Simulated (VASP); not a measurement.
Write the native input for VASP 6.6.1 that does the following.

* Task: single point
* Functional: PBE
* Potentials or basis: VASP PAW PBE potentials, release 64 (Br)
* Cutoff: 520 eV
* k mesh: 11 × 11 × 11
* Occupations: fermi-dirac, width 0.08 eV
* Spin: no spin polarisation
* Dipole correction: no
* Further INCAR settings: ALGO = Normal; EDIFF = 1e-06; NBANDS = 14

The structure of Br lies in POSCAR:

```
Br
1.0
    0.0000000000      2.5837637304      2.5837637304
    2.5837637304      0.0000000000      2.5837637304
    2.5837637304      2.5837637304      0.0000000000
Br
2
Direct
   -0.1250000000     -0.1250000000     -0.1250000000
    0.1250000000      0.1250000000      0.1250000000
```

These files were run (other wordings do the same):

INCAR

```
SYSTEM = Br
ALGO = Normal
EDIFF = 1E-6
ENCUT = 520
GGA = PE
ISIF = 2
ISMEAR = -1
LASPH = .True.
LCHARG = .False.
LREAL = .False.
LWAVE = .False.
NBANDS = 14
NELM = 100
PREC = Accurate
SIGMA = 0.08
```

KPOINTS

```
k-points
0
Gamma
  11 11 11
  0 0 0
```

Potentials or basis: VASP PAW PBE potentials, release 64 (Br).

Launch:

```console
$ cat potpaw_PBE.64/Br/POTCAR > POTCAR
$ mpirun -np 1 vasp_std > vasp.out
```

Results of the run:

```
Pressure               : 101.9 GPa
Band gap on the k mesh : zero (bands 7 and 8 overlap by 5.86 eV)
```

Caveat: the cell stands under pressure.

Wall time 18 s on 1 thread of Intel Xeon 8259CL (shared host), peak memory 0.16 GiB.
